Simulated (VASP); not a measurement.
# CdTe (CsCl type) (Pm-3m) in VASP: a series of runs

The runs below take CdTe (CsCl type) through single point, relaxation of cell and atoms, with PBEsol.

All numbers are computed with VASP 6.6.1; they aren't measurements. Logs are shortened: lines on timing, memory, paths and dates and some standing lists are left out, and cuts for length are marked.

## Step 1: The cell of the first run

It takes space group Pm-3m (No. 221, cubic). Conventional cell: a = 3.573 Å, b = 3.573 Å, c = 3.573 Å, α = 90.00°, β = 90.00°, γ = 90.00°. Cd (site symmetry m-3m) has 8 Te at 3.09 Å and 6 Cd at 3.57 Å within 4.1 Å. Te (site symmetry m-3m) has 8 Cd at 3.09 Å and 6 Te at 3.57 Å within 4.1 Å.

## Step 2: Single point, PBEsol (volume scaled by 0.9)

File INCAR:

```
ALGO     = Normal         # electronic algorithm
EDIFF    = 1E-6           # SCF threshold, eV
ENCUT    = 520            # plane-wave cutoff, eV
GGA      = PS             # functional
ISIF     = 2              # what is computed and relaxed
ISMEAR   = -1             # smearing method
LASPH    = T              # aspherical terms in the spheres
LCHARG   = F              # write CHGCAR
LREAL    = F              # projectors in reciprocal space
LWAVE    = F              # write WAVECAR
NBANDS   = 16             # bands
NELM     = 60             # most SCF steps
PREC     = Accurate       # precision mode
SIGMA    = 0.05           # smearing width, eV
```

File KPOINTS:

```
k-points
0
Gamma
  13 13 13
```

File POSCAR:

```
CdTe
1.0
    3.5729124787      0.0000000000      0.0000000000
    0.0000000000      3.5729124787      0.0000000000
    0.0000000000      0.0000000000      3.5729124787
Cd Te
1 1
Direct
    0.0000000000      0.0000000000      0.0000000000
    0.5000000000      0.5000000000      0.5000000000
```

Potentials or basis: VASP PAW PBE potentials, release 64 (Cd, Te).

On the command line:

```bash
cat potpaw_PBE.64/Cd/POTCAR potpaw_PBE.64/Te/POTCAR > POTCAR
mpirun -np 1 vasp_std > vasp.out
```

OUTCAR:

```text
EDIFF = 1E-6
   ENCUT = 520
   GGA = PS
   ISIF = 2
   ISMEAR = -1
   LASPH = T
   LREAL = F
   NELM = 60
   PREC = Accurate

 ion  position               nearest neighbor table
   1  0.000  0.000  0.000-   2 3.09   2 3.09   2 3.09   2 3.09   2 3.09   2 3.09   2 3.09   2 3.09

   2  0.500  0.500  0.500-   1 3.09   1 3.09   1 3.09   1 3.09   1 3.09   1 3.09   1 3.09   1 3.09

  LATTYP: Found a simple cubic cell.
 ALAT       =     3.5729124787

  Lattice vectors:

 A1 = (   3.5729124787,   0.0000000000,   0.0000000000)
 A2 = (   0.0000000000,   3.5729124787,   0.0000000000)
 A3 = (   0.0000000000,   0.0000000000,   3.5729124787)

Analysis of symmetry for initial positions (statically):
=====================================================================
 Subroutine PRICEL returns:
 Original cell was already a primitive cell.

 Routine SETGRP: Setting up the symmetry group for a
 simple cubic supercell.

 Subroutine GETGRP returns: Found 48 space group operations
 (whereof 48 operations were pure point group operations)
 out of a pool of 48 trial point group operations.

The static configuration has the point symmetry O_h .

Analysis of symmetry for dynamics (positions and initial velocities):
=====================================================================
 Subroutine PRICEL returns:
 Original cell was already a primitive cell.

 Routine SETGRP: Setting up the symmetry group for a
 simple cubic supercell.

 Subroutine GETGRP returns: Found 48 space group operations
 (whereof 48 operations were pure point group operations)
 out of a pool of 48 trial point group operations.

The dynamic configuration has the point symmetry O_h .

 Subroutine INISYM returns: Found 48 space group operations
 (whereof 48 operations are pure point group operations),
 and found     1 'primitive' translations

----------------------------------------------------------------------------------------

                                     Primitive cell

  volume of cell :      45.6107

  direct lattice vectors                    reciprocal lattice vectors
     3.572912479  0.000000000  0.000000000     0.279883710  0.000000000  0.000000000
     0.000000000  3.572912479  0.000000000     0.000000000  0.279883710  0.000000000
[... 81 lines left out ...]
   LSORBIT =      F    spin-orbit coupling
   LASPH  =      T    aspherical Exc in radial PAW
   ENCUT  =  520.0 eV  38.22 Ry    6.18 a.u.   6.64  6.64  6.64*2*pi/ulx,y,z
   NELM   =     60;   NELMIN=  2; NELMDL= -5     # of ELM steps
   EDIFF  = 0.1E-05   stopping-criterion for ELM
   LREAL  =      F    real-space projection
   EDIFFG = 0.1E-04   stopping-criterion for IOM
   NSW    =      0    number of steps for IOM
   IBRION =     -1    ionic relax: 0-MD 1-quasi-New 2-CG
   NFREE  =      0    steps in history (QN), initial steepest desc. (CG)
   ISIF   =      2    stress and relaxation
   ISYM   =      2    0-nonsym 1-usesym 2-fastsym
   POTIM  = 0.5000    time-step for ionic-motion
   TEBEG  =    0.0;   TEEND  =   0.0 temperature during run
   PSTRESS=    0.0 pullay stress
   NELECT =      18.0000    total number of electrons
   NUPDOWN=      -1.0000    fix difference up-down
   EMIN   =  10.00;   EMAX   =-10.00  energy-range for DOS
   EFERMI =   0.00;   METHOD = LEGACY
   ISMEAR =    -1;   SIGMA  =   0.05  broadening in eV -4-tet -1-fermi 0-gaus
   EFERMI_NEDOS =   21; number of points for ismear=-14 and -15
   IALGO  =     38    algorithm
   IMIX   =      4    mixing-type and parameters
     AMIX     =   0.40;   BMIX     =  1.00
     AMIX_MAG =   1.60;   BMIX_MAG =  1.00
  volume/ion in A,a.u.               =      22.81       153.90
  Fermi-wavevector in a.u.,A,eV,Ry     =   1.200816  2.269214 19.619058  1.441960
  Thomas-Fermi vector in A             =   2.336642
   LORBIT       =      0    0 simple, 1 ext, 2 COOP (PROOUT), +10 PAW based schemes
   GGA     = PS    functional components
   LHFCALC =     F    Hartree Fock is set to
   AEXX    =    0.0000 exact exchange contribution
   IVDW    =     0    specifies the selected vdW correction
   LEPSILON=     F    determine dielectric tensor
   LRPA    =     F    only Hartree local field effects (RPA)
 non-spin polarized calculation
  energy-cutoff  :      520.00
  volume of cell :       45.61
 maximum number of plane-waves:      1253
 NGX is ok and might be reduce to    28
   NGX = 13   NGY = 13   NGZ = 13

 number of electron      17.9999988 magnetization

 Free energy of the ion-electron system (eV)
  ---------------------------------------------------
  ext. energy  EPLUGINS =         0.00000000
  ---------------------------------------------------
  free energy    TOTEN  =        -4.44877515 eV

  energy without entropy =       -4.43889145  energy(sigma->0) =       -4.44383330

 E-fermi :   6.5391     XC(G=0): -11.0627

 val. band max:        6.5361234598   @ k =   0.3846   0.2308   0.0769
 cond. band min:       6.5545685405   @ k =   0.3077   0.1538   0.0000
 fundamental gap:      0.0184450807
 Fermi energy:         6.5391042218

 k-point     1 :       0.0000    0.0000    0.0000
  band No.  band energies     occupation
      1      -6.9071      2.00000
      2      -2.4052      2.00000
      3      -2.4052      2.00000
      4      -1.9822      2.00000
      5      -1.9822      2.00000
      6      -1.9822      2.00000
[... 433 lines left out ...]
      3      -2.1381      2.00000
      4      -2.0786      2.00000
      5      -2.0029      2.00000
      6      -1.9217      2.00000
[... 8 lines left out ...]
     15      16.6791      0.00000
     16      18.3788      0.00000

 [... further k-points ...]

------------------------ aborting loop because EDIFF is reached ----------------------------------------

  FORCE on cell =-STRESS in cart. coord.  units (eV):
  Direction    XX          YY          ZZ          XY          YZ          ZX
  --------------------------------------------------------------------------------------
  -------------------------------------------------------------------------------------
  Total        2.2792651      2.2792651      2.2792651      0.0000000     -0.0000000      0.0000000
  in kB       80.0641852     80.0641852     80.0641852      0.0000000     -0.0000000      0.0000000
  external PRESSURE =      80.0641852 kB  Pullay stress =       0.0000000 kB

 VOLUME and BASIS-vectors are now :
 -----------------------------------------------------------------------------
  energy-cutoff  :      520.00
  volume of cell :       45.61
      direct lattice vectors                 reciprocal lattice vectors
     3.572912479  0.000000000  0.000000000     0.279883710  0.000000000  0.000000000
     0.000000000  3.572912479  0.000000000     0.000000000  0.279883710  0.000000000
     0.000000000  0.000000000  3.572912479     0.000000000  0.000000000  0.279883710

 POSITION                                       TOTAL-FORCE (eV/Angst)
 -----------------------------------------------------------------------------------
      0.00000      0.00000      0.00000         0.000000      0.000000      0.000000
      1.78646      1.78646      1.78646         0.000000      0.000000      0.000000
 -----------------------------------------------------------------------------------
    total drift:                               -0.000000      0.000000     -0.000000

  FREE ENERGIE OF THE ION-ELECTRON SYSTEM (eV)
  ---------------------------------------------------
  free  energy   TOTEN  =        -4.4487751522 eV

  energy  without entropy=       -4.4388914452  energy(sigma->0) =       -4.44383330
```

Wall time 17 s (1 thread of Intel Xeon 6975P-C (Granite Rapids), shared host); peak memory 0.2 GiB.

What came out:

```
Free energy            : -4.4488 eV
Pressure               : 8.0 GPa
Band gap on the k mesh : zero (band 9 reaches 7.24 eV, above the bottom of band 10 at 5.32 eV)
```

Levels at points of the mesh, in eV from the Fermi level:
| k point | band 5 | band 6 | band 7 | band 8 | band 9 | band 10 | band 11 | band 12 | band 13 | band 14 |
| --- | --- | --- | --- | --- | --- | --- | --- | --- | --- | --- |
| (0.00, 0.00, 0.00) | -8.52 | -8.52 | -1.27 | -1.27 | -1.27 | -0.59 | 4.72 | 4.72 | 10.73 | 10.73 |

Caveat: the PAW data sets were made with another functional, which shifts forces and pressure a little; spin-orbit coupling is left out, which moves the levels of the heavy elements.

(Part 1 of 5 ends here.)
